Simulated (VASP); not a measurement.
A run of VASP 6.6.1:

Contents of INCAR:

```
PREC = Accurate
ENCUT = 600
EDIFF = 1E-6
ISMEAR = 0
SIGMA = 0.1
LREAL = False
LASPH = True
NELM = 60
ALGO = Normal
ISIF = 3
LWAVE = False
LCHARG = False
GGA = PE
IBRION = 2
NSW = 100
EDIFFG = -0.01
```

Contents of KPOINTS:

```
Automatic mesh
0
Gamma
  10 10 4
```

POSCAR

```
PtS2
1.0
    3.7441605461      0.0000000000      0.0000000000
    0.0000000000      3.7441605461      0.0000000000
    0.0000000000      0.0000000000      9.6807584466
Pt S
2 4
Direct
    0.5000000000      0.0000000000      0.0000000000
    0.0000000000      0.5000000000      0.5000000000
    0.5000000000      0.5000000000      0.8543408399
    0.5000000000      0.5000000000      0.6456591601
    0.5000000000      0.5000000000      0.1456591601
    0.5000000000      0.5000000000      0.3543408399
```

Potentials or basis: VASP PAW PBE potentials, release 64 (Pt, S).

The run is started by

```sh
$ cat potpaw_PBE.64/Pt/POTCAR potpaw_PBE.64/S/POTCAR > POTCAR
$ mpirun -np 1 vasp_std > vasp.out
```

Hardware: 1 thread of Intel(R) Xeon(R) 6975P-C (Granite Rapids) (shared host).

**Question.** Estimate the wall time of this run.

**Answer.** Wall time 6.3 min on 1 thread of Intel(R) Xeon(R) 6975P-C (Granite Rapids) (shared host), peak memory 0.42 GiB. Counts: scf iterations 47, k points 63, ion steps 6.
